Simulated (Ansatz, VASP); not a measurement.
## Two plane-wave programs on Si

```xyz
3
Lattice="3.9055 0.0000 0.0000 -1.9527 3.3822 0.0000 0.0000 0.0000 4.1162" Properties=species:S:1:pos:R:3 pbc="T T T"
Si    0.9764    1.6911    1.3721
Si    1.9527    0.0000    0.0000
Si   -0.9764    1.6911    2.7441
```

Change from the starting cell: the structure that the rattled cell fell into.

Alike in both runs: functional PBE; k mesh 12 × 12 × 12; occupations gaussian, width 0.1 eV; no spin polarisation.

Ansatz relaxed the structure, and its values are those at the end. VASP's run is a single point on that final structure, the one shown.

|  | VASP | Ansatz |
| --- | --- | --- |
| version | VASP 6.6.1 | Ansatz 0.2.0 |
| potentials or method | VASP PAW PBE potentials, release 64 (Si), cutoff 520 eV | scalar-relativistic, plane waves, PAW |
| valence electrons in the cell | 12 | 12 |

```tsv
	VASP	Ansatz	Ansatz less VASP
gap on the k mesh at the Fermi level (eV)	none	none	-
pressure (GPa)	-0.1	0.0	+0.09
```

A gap of «none» marks a metal or a gap that the smearing closes.
